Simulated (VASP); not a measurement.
Here is a VASP 6.6.1 calculation.

INCAR

```
SYSTEM = Hf
  PREC = Accurate
  ENCUT = 520
  EDIFF = 1E-6
  ISMEAR = 0
  SIGMA = 0.15
  LREAL = .False.
  LASPH = .True.
  NELM = 100
  ALGO = Fast
  ISIF = 2
  LWAVE = .False.
  LCHARG = .False.
  NBANDS = 11
```

The input KPOINTS:

```
Automatic mesh
0
Gamma
  18 18 18
  0 0 0
```

File POSCAR:

```
Hf
1.0
    0.0000000000      2.1581451234      2.3979390260
    1.9837495579      0.0000000000      2.3979390260
    1.9837495579      2.1581451234      0.0000000000
Hf
1
Direct
    0.0000000000      0.0000000000      0.0000000000
```

Potentials or basis: VASP PAW LDA potentials, release 64 (Hf_pv).

Command:

```console
$ cat potpaw_LDA.64/Hf_pv/POTCAR > POTCAR
$ mpirun -np 1 vasp_std > vasp.out
```

**Question.** What does it give for the band gap on the k mesh?

**Answer.** Zero (bands 5 and 6 overlap by 1.64 eV).

**Question.** Predict the pressure.

**Answer.** 0.8 GPa.

Stress tensor (GPa, compression positive):
```
 3.97  0.00  0.00
 0.00  1.87  0.00
 0.00  0.00 -3.52
```

Caveat: the cell differs from its parent crystal (strain +e along x and -e along y -0.0400, strain +e along z and -e/2 along x and y +0.1000); the stress differs along the axes, from -4 to 4 GPa; spin-orbit coupling is left out, which moves the levels of the heavy elements.
